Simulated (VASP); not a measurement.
The system is HfO2.

```
Hf O
1.0
     5.21946    0.00000    0.00000
     0.00000    5.00476    0.00000
     0.00000    0.00000    5.03269
Hf O
4 8
Cartesian
  5.0472 3.6661 3.7314
  2.7820 3.6661 1.2151
  2.4375 1.3387 3.7314
  0.1723 1.3387 1.2151
  3.2994 4.6477 4.4251
  4.5298 4.6477 1.9087
  1.2211 2.7020 2.4776
  1.3886 2.7020 4.9939
  3.9984 2.3028 4.9939
  3.8308 2.3028 2.4776
  0.6896 0.3571 4.4251
  1.9201 0.3571 1.9087
```

Base run:

| Item | Value |
| --- | --- |
| Program | VASP 6.6.1 |
| Functional | RPBE |
| Dispersion | D4 |
| Potentials or basis | VASP PAW PBE potentials, release 64 (Hf_pv, O) |
| Cutoff | 520 eV |
| k mesh | 5 × 6 × 5 |
| Occupations | fermi-dirac, width 0.05 eV |
| Spin | no spin polarisation |

Its results: band gap on the k mesh 4.52 eV (least direct gap 4.71 eV); pressure 3.4 GPa; largest force 0.073 eV/Å.

Task: The run is repeated on the same cell with these changes: functional from RPBE to PBE; further incar settings from ALGO = Normal; EDIFF = 1e-07; NBANDS = 56 to ALGO = Normal; EDIFF = 1e-06; NBANDS = 56. What comes out?

Result: Band gap on the k mesh 4.44 eV (least direct gap 4.64 eV); pressure 3.0 GPa; largest force 0.061 eV/Å.

Caveats: spin-orbit coupling is left out, which moves the levels of the heavy elements; an odd mesh through Γ misses points on the zone boundary, where band edges can lie; the cell stands under pressure (at least some runs); the PAW data sets were made with another functional, which shifts forces and pressure a little (at least some runs).
